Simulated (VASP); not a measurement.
BaRhO3: single point with LDA

Crystal: BaRhO3.

```
CELL_PARAMETERS angstrom
4.09445 0.00000 0.00000
0.00000 4.09445 0.00000
0.00000 0.00000 4.09445
ATOMIC_POSITIONS crystal
Ba 0.00000 0.00000 0.00000
Rh 0.50000 0.50000 0.50000
O 0.50000 0.00000 0.50000
O 0.00000 0.50000 0.50000
O 0.50000 0.50000 0.00000
```

| Property | Result |
| --- | --- |
| Program | VASP 6.6.1 |
| Task | single point |
| Functional | LDA |
| Potentials or basis | VASP PAW LDA potentials, release 64 (Ba_sv, Rh_pv, O) |
| Cutoff | 520 eV |
| k mesh | 9 × 9 × 9 |
| Occupations | fermi-dirac, width 0.02 eV |
| Spin | no spin polarisation |
| Dipole correction | no |
| Further INCAR settings | ALGO = Normal; EDIFF = 1e-07; NBANDS = 30 |

```
Pressure               : -14.7 GPa
Band gap on the k mesh : zero (an odd number of electrons rules out a gap without spin polarisation)
```

Levels at points of the mesh, in eV from the Fermi level:
```csv
k point,band 20,band 21,band 22,band 23,band 24,band 25
"(0.00, 0.00, 0.00)",-1.38,-1.38,-1.38,-0.88,-0.88,4.06
```

It took 51 s on 1 thread of Intel Xeon 8259CL, with other jobs on the host, peak memory 0.2 GiB.

Caveat: the cell stands under tension; spin-orbit coupling is left out, which moves the levels of the heavy elements; an odd number of electrons without spin polarisation forces a metal; a magnetic or distorted state may lie lower.
